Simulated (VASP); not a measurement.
The system is Ca2H5.

```xyz
7
Lattice="0.0000 3.7055 3.8116 2.5733 0.0000 3.8116 2.5733 3.7055 0.0000" Properties=species:S:1:pos:R:3 pbc="T T T"
Ca    3.8599    5.5583    5.7174
Ca    0.0000    0.0000    0.0000
H     2.5733    3.7055    3.8116
H     2.5733    3.7055    5.5355
H     2.5733    3.7055    2.0878
H     2.5733    2.6698    3.8116
H     2.5733    4.7412    3.8116
```

The cell was generated, and may not be a known phase.

| Quantity | Value |
| --- | --- |
| Program | VASP 6.6.1 |
| Task | relaxation of cell and atoms |
| Functional | PBE |
| Potentials or basis | VASP PAW PBE potentials, release 64 (Ca_sv, H) |
| Cutoff | 600 eV |
| k mesh | 6 × 6 × 6 |
| Occupations | gaussian, width 0.1 eV |
| Spin | no spin polarisation |

At the start: pressure 8.8 GPa; volume 10.38 Å³/atom.

**Question.** Where does the relaxation end?

**Answer.** Over 20 steps the energy falls by 375.5 meV/atom and the volume is 12.98 Å³/atom (+25.0 %); space group F222 (No. 22, to 0.1 Å) before and after.

Step by step:
| step | energy change (eV) | largest force (eV/Å) | pressure (GPa) | volume (Å³) |
| --- | --- | --- | --- | --- |
| 1 | 0.0000 | 0.7289 | 8.81 | 72.69 |
| 2 | -0.6649 | 0.7655 | 3.66 | 78.75 |
| 3 | -1.1109 | 0.7824 | -0.94 | 87.76 |
| 4 | -0.9551 | 0.7889 | -5.71 | 106.32 |
| 5 | -1.1983 | 0.7736 | -3.17 | 94.45 |
| 6 | -1.4105 | 0.6823 | -1.92 | 91.58 |
| 7 | -1.5903 | 0.6560 | 0.65 | 87.02 |
| 8 | -1.4474 | 1.7145 | 8.09 | 77.53 |
| 9 | -1.6286 | 0.7308 | 2.55 | 84.13 |
| 10 | -1.8289 | 0.7107 | 1.97 | 85.46 |
| 11 | -2.2238 | 0.2784 | 0.70 | 89.15 |
| 12 | -2.3257 | 0.3782 | 0.15 | 90.83 |
| 13 | -2.3460 | 0.8791 | -0.68 | 93.69 |
| 14 | -2.3660 | 0.6836 | -0.39 | 92.62 |
| 15 | -2.5204 | 0.4100 | -0.55 | 92.86 |
| 16 | -2.5598 | 0.4008 | -0.41 | 92.91 |
| 17 | -2.5602 | 0.4364 | -0.39 | 92.91 |
| 18 | -2.5962 | 0.2252 | -0.40 | 92.43 |
| 19 | -2.6230 | 0.1751 | -0.26 | 91.46 |
| 20 | -2.6285 | 0.0290 | 0.13 | 90.88 |

Final structure:
```xyz
7
Lattice="0.0000 3.3357 6.3764 2.1365 0.0000 6.3764 2.1365 3.3357 0.0000" Properties=species:S:1:pos:R:3 pbc="T T T"
Ca    3.2047    5.0035    9.5647
Ca    0.0000    0.0000    0.0000
H     2.1365    3.3357    6.3764
H     2.1365    3.3357   10.5677
H     2.1365    3.3357    2.1852
H     2.1365    2.3138    6.3764
H     2.1365    4.3575    6.3764
```

Where two steps share one volume, the run began anew on that cell with a basis built for it.

Caveat: the volume moved by over 15 % at a fixed basis, so the end points are rough.
